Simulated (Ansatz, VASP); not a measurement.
# SnO in VASP and in Ansatz

Contents of INCAR:

```
SYSTEM = SnO
PREC = Accurate
ENCUT = 520
EDIFF = 1E-6
ISMEAR = -1
SIGMA = 0.02
LREAL = .FALSE.
LASPH = .TRUE.
NELM = 80
ALGO = Normal
ISIF = 2
LWAVE = .FALSE.
LCHARG = .FALSE.
GGA = PS
NBANDS = 28
```

File KPOINTS:

```
Automatic mesh
0
G
  6 4 6
  0 0 0
```

POSCAR

```
SnO
1.0
    3.3772242237      0.0000000000      0.0000000000
    0.0000000000      5.7116819428      0.0000000000
    0.0000000000      0.0000000000      4.2499308811
Sn O
2 2
Direct
    0.0000000000      0.2319090000      0.5131440000
    0.5000000000      0.7680910000      0.0131440000
    0.0000000000      0.8912500000      0.7368570000
    0.5000000000      0.1087500000      0.2368570000
```

Input for Ansatz:

```yaml
crystal:
  lattice:
    - [3.3772242236877266, 0.0, 0.0]
    - [0.0, 5.711681942805876, 0.0]
    - [0.0, 0.0, 4.24993088108151]
  atoms:
    - { symbol: Sn, position: [0.0, 0.231909, 0.513144] }
    - { symbol: Sn, position: [0.5, 0.768091, 0.013144] }
    - { symbol: O, position: [0.0, 0.89125, 0.736857] }
    - { symbol: O, position: [0.5, 0.10875, 0.236857] }
basis:
  ecutwfc: 517.016338673772
kpoints:
  mp_grid:
    grid: [6, 4, 6]
hamiltonian:
  xc: pbesol
scf:
  occupations:
    method: fermi_dirac
    width: 0.02
output:
  stress: true
```

Alike in both runs: task single point; functional PBEsol; k mesh 6 × 4 × 6; occupations fermi-dirac, width 0.02 eV; no spin polarisation.

|  | VASP | Ansatz |
| --- | --- | --- |
| version | VASP 6.6.1 | Ansatz 0.2.0 |
| potentials or method | VASP PAW PBE potentials, release 64 (Sn_d, O), cutoff 520 eV | plane waves, PAW |
| valence electrons in the cell | 40 | 40 |

VASP gave:

```
pressure (GPa)                                                : -4.2
traceless stress, the component that is largest in VASP (GPa) : -0.82
```

Q: Estimate Ansatz's values.

A: Pressure (GPa): -4.4; traceless stress, the component that is largest in VASP (GPa): -0.86.

VASP's potentials were made for PBE, not for PBEsol.
